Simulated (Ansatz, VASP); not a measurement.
# One calculation of H, two programs

```
H
1.0
     1.78605   -2.86510    0.00000
     1.78605    2.86510    0.00000
     0.00000    0.00000    6.83762
H
4
Direct
  0.55399 0.44601 0.96896
  0.44601 0.55399 0.03104
  0.44601 0.55399 0.46896
  0.55399 0.44601 0.53104
```

Alike in both runs: functional PBE; k mesh 8 × 8 × 4; occupations gaussian, width 0.02 eV; no spin polarisation.

Ansatz relaxed the structure, and its values are those at the end. VASP's run is a single point on that final structure, the one shown.

```csv
,VASP,Ansatz
version,VASP 6.6.1,Ansatz 0.2.0
potentials or method,"VASP PAW PBE potentials, release 64 (H), cutoff 520 eV","scalar-relativistic, plane waves, PAW"
valence electrons in the cell,4,4
```

```csv
,VASP,Ansatz,Ansatz less VASP
gap on the k mesh at the Fermi level (eV),8.84,8.84,+0.001
least direct gap on the mesh (eV),8.98,8.98,-0.001
pressure (GPa),-0.1,0.0,+0.15
rms of the force components (eV/Å),0.002,0.005,+0.0031
```
